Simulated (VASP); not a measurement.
ZnS:

```
CELL_PARAMETERS angstrom
-0.07047 0.03196 3.72104
6.59755 -0.03639 -0.12097
-0.03639 6.81959 0.05486
ATOMIC_POSITIONS crystal
Zn 0.00386 0.67382 0.66275
Zn 0.48845 0.15871 0.82495
Zn 0.49682 0.82494 0.18242
Zn 0.00061 0.33621 0.31961
S 0.51466 0.81539 0.82179
S 0.50313 0.19034 0.18965
S 0.99410 0.68819 0.30930
S 0.99837 0.31241 0.68953
```

| Item | Value |
| --- | --- |
| Program | VASP 6.6.1 |
| Task | relaxation of cell and atoms |
| Functional | PBE |
| Potentials or basis | VASP PAW PBE potentials, release 64 (Zn, S) |
| Cutoff | 600 eV |
| k mesh | 4 × 2 × 2 |
| Occupations | gaussian, width 0.1 eV |
| Spin | no spin polarisation |

At the start: pressure 1.8 GPa; volume 20.92 Å³/atom.

Q: Where does the relaxation end?

A: Over 15 steps the energy falls by 37.2 meV/atom and the volume is 21.26 Å³/atom (+1.6 %); space group Pnnm (No. 58, to 0.05 Å).

The path:
```csv
step,energy change (eV),largest force (eV/Å),pressure (GPa),volume (Å³)
1,0.0000,0.8832,1.80,167.34
2,-0.2260,0.4371,-0.93,172.98
3,-0.2270,0.4471,-1.09,173.40
4,-0.2692,0.3093,-0.05,170.48
5,-0.2750,0.2434,0.47,169.06
6,-0.2891,0.1391,0.05,169.91
7,-0.2907,0.1660,-0.10,170.30
8,-0.2950,0.0643,-0.09,170.21
9,-0.2953,0.0660,-0.08,170.17
10,-0.2963,0.0361,0.05,169.81
11,-0.2963,0.0350,0.12,169.69
12,-0.2968,0.0413,0.01,170.03
13,-0.2969,0.0506,-0.12,170.25
14,-0.2969,0.0473,-0.07,170.18
15,-0.2973,0.0233,-0.03,170.10
```

Final structure:
```yaml
crystal:
  lattice:
    - [0.00127, -0.00184, 3.87226]
    - [6.62058, 0.00031, 0.00094]
    - [-0.00104, 6.63515, -0.00240]
  atoms:
    - { symbol: Zn, position: [0.00361, 0.67354, 0.67643] }
    - { symbol: Zn, position: [0.49895, 0.17314, 0.82300] }
    - { symbol: Zn, position: [0.49869, 0.82683, 0.17699] }
    - { symbol: Zn, position: [0.99891, 0.32609, 0.32355] }
    - { symbol: S, position: [0.50280, 0.81208, 0.81606] }
    - { symbol: S, position: [0.49877, 0.18834, 0.18372] }
    - { symbol: S, position: [0.99961, 0.68777, 0.31605] }
    - { symbol: S, position: [0.99867, 0.31220, 0.68420] }
```

Caveat: the k points lie up to 0.47 Å⁻¹ apart in the final cell.
